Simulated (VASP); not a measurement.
SrCl2, 3 atoms in the cell. It takes space group I4mm (No. 107, tetragonal). Conventional cell: a = 4.929 Å, b = 4.929 Å, c = 6.971 Å, α = 90.00°, β = 90.00°, γ = 90.00°. Within 3.9 Å of Sr (site symmetry 4mm) lie 8 Cl at 2.98 to 3.06 Å. Within 3.9 Å of Cl (site symmetry 2mm) lie 4 Sr at 2.98 to 3.06 Å and 6 Cl at 3.49 Å.  This cell differs from its parent crystal: all Cl atoms moved +0.075 Å, as atom 2 along Cartesian [1 0 0].

```yaml
Program: VASP 6.6.1
Task: single point
Functional: r2SCAN
Potentials_or_basis: VASP PAW PBE potentials, release 64 (Sr_sv, Cl)
Cutoff: 520 eV
k_mesh: 6 × 6 × 6
Occupations: gaussian, width 0.05 eV
Spin: no spin polarisation
Dipole_correction: no
Further_INCAR_settings: ALGO = Normal; EDIFF = 1e-06; NBANDS = 19
```

Potentials or basis: VASP PAW PBE potentials, release 64 (Sr_sv, Cl).

Run with:

```console
$ cat potpaw_PBE.64/Sr_sv/POTCAR potpaw_PBE.64/Cl/POTCAR > POTCAR
$ cp INCAR.step1 INCAR
$ mpirun -np 1 vasp_std > vasp.out
$ cp INCAR.step2 INCAR
$ mpirun -np 1 vasp_std > vasp.out
```

Hardware: 1 thread of Intel(R) Xeon(R) Platinum 8488C (Sapphire Rapids) (shared host).

Q: Estimate the wall time of this run.

A: Run time: 2.1 min on 1 thread of Intel(R) Xeon(R) Platinum 8488C (Sapphire Rapids) (shared host), peak memory 0.27 GiB. Counts: k points 30.
